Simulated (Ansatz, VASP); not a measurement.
**One calculation of HfC, two programs**

File INCAR:

```
SYSTEM = HfC
ALGO = Normal
EDIFF = 1E-6
ENCUT = 520
GGA = RP
ISIF = 2
ISMEAR = -1
LASPH = .True.
LCHARG = .False.
LREAL = .False.
LWAVE = .False.
NBANDS = 14
NELM = 80
PREC = Accurate
SIGMA = 0.05
```

Contents of KPOINTS:

```
k-points
0
Gamma
  10 10 10
  0 0 0
```

The input POSCAR:

```
HfC
1.0
    0.0000000000      2.3250000000      2.3250000000
    2.3250000000      0.0000000000      2.3250000000
    2.3250000000      2.3250000000      0.0000000000
Hf C
1 1
Direct
    0.5000000000      0.5000000000      0.5000000000
    0.0000000000      0.0000000000      0.0000000000
```

Contents of input.yaml:

```yaml
crystal:
  lattice:
    - [0.0, 2.325, 2.325]
    - [2.325, 0.0, 2.325]
    - [2.325, 2.325, 0.0]
  atoms:
    - { symbol: Hf, position: [0.5, 0.5, 0.5] }
    - { symbol: C, position: [0.0, 0.0, 0.0] }
kpoints:
  mp_grid: { grid: [10, 10, 10] }
  band_path:
    path:
      - [0.0, 0.0, 0.0]
      - [0.5, 0.0, 0.5]
      - [0.5, 0.25, 0.75]
      - [0.375, 0.375, 0.75]
      - [0.0, 0.0, 0.0]
      - [0.5, 0.5, 0.5]
      - [0.625, 0.25, 0.625]
      - [0.5, 0.25, 0.75]
    npoints: 8
scf:
  occupations: { method: fermi_dirac, width: 0.05 }
hamiltonian:
  xc: rpbe
  pseudopotentials: { kind: all_electron, lapw: { basis_error: 0.001 } }
output:
  forces: true
  stress: true
  eigenvalues: true
```

Alike in both runs: functional RPBE; k mesh 10 × 10 × 10; occupations fermi-dirac, width 0.05 eV; no spin polarisation.

```csv
,VASP,Ansatz
version,VASP 6.6.1,Ansatz 0.2.0
potentials or method,"VASP PAW PBE potentials, release 64 (Hf_pv, C), cutoff 520 eV","all-electron LAPW, scalar-relativistic"
task,single point,band structure
```

VASP gave:

| Quantity | Value |
| --- | --- |
| gap on the k mesh at the Fermi level (eV) | none |
| pressure (GPa) | 3.5 |

**Question.** Estimate Ansatz's values.

**Answer.** gap on the k mesh at the Fermi level (eV): none; pressure (GPa): 4.3.

VASP's potentials were made for PBE, not for RPBE. A gap of «none» marks a metal or a gap that the smearing closes. Ansatz ran all-electron here, and VASP with PAW potentials.

Spin-orbit coupling is off throughout.
